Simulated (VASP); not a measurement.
Runs of VASP 6.6.1 on FeO. The structure is that of space group Fm-3m (No. 225), or close to it. The cells are those of the table. 

```tsv
cell	gap on the mesh (eV)	pressure (GPa)	moment (μB)
a = 2.915 Å, angles 120.0, 120.0, 90.0°, 2 atoms	none	(a)	3.85
a = 2.958 Å, angles 120.0, 120.0, 90.0°, 2 atoms	none	10.5	3.97
a = 2.979 Å, angles 120.0, 120.0, 90.0°, 2 atoms	none	5.5	3.99
a = 3.002 Å, angles 120.0, 120.0, 90.0°, 2 atoms	none	(b)	4.00
a = 2.993 Å, angles 120.0, 120.0, 90.0°, 2 atoms	none	2.5	4.00
```

Alike in all rows: task single point; level PBEsol; potentials or basis VASP PAW PBE potentials, release 64 (Fe, O); spin collinear, ferromagnetic start; k mesh 12 × 12 × 12; cutoff (eV) 520; smearing fermi-dirac 0.05 eV.

Q: Fill in the values left out.

A: (a) 20.7; (b) 0.4.

Caveats: the PAW data sets were made with another functional, which shifts forces and pressure a little; a cell with one magnetic atom can't hold antiferromagnetic order, which such compounds often take; semilocal functionals often make such compounds metallic where correlation or magnetic order opens a gap, which also shifts bond lengths; the cell stands under pressure (at least some runs).

A gap of «none» marks levels without a gap at the run's occupations.
